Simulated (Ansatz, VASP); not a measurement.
**Two plane-wave programs on Zn**

```
Zn
1.0
     0.00000    1.92696    1.92696
     1.92696    0.00000    1.92696
     1.92696    1.92696    0.00000
Zn
1
Cartesian
  0.0000 0.0000 0.0000
```

Alike in both runs: functional r2SCAN; k mesh 8 × 8 × 8; occupations gaussian, width 0.1 eV; no spin polarisation.

Ansatz relaxed the structure, and its values are those at the end. VASP's run is a single point on that final structure, the one shown.

|  | VASP | Ansatz |
| --- | --- | --- |
| version | VASP 6.6.1 | Ansatz 0.2.0 |
| potentials or method | VASP PAW PBE potentials, release 64 (Zn), cutoff 520 eV | scalar-relativistic, plane waves, PAW |
| valence electrons in the cell | 12 | 12 |

Ansatz gave:

| Property | Result |
| --- | --- |
| gap on the k mesh at the Fermi level (eV) | none |
| pressure (GPa) | 0.0 |

Q: Which values does VASP return?

A: gap on the k mesh at the Fermi level (eV): none; pressure (GPa): 0.5.

VASP's potentials were made for PBE, not for r2SCAN. A gap of «none» marks a metal or a gap that the smearing closes.
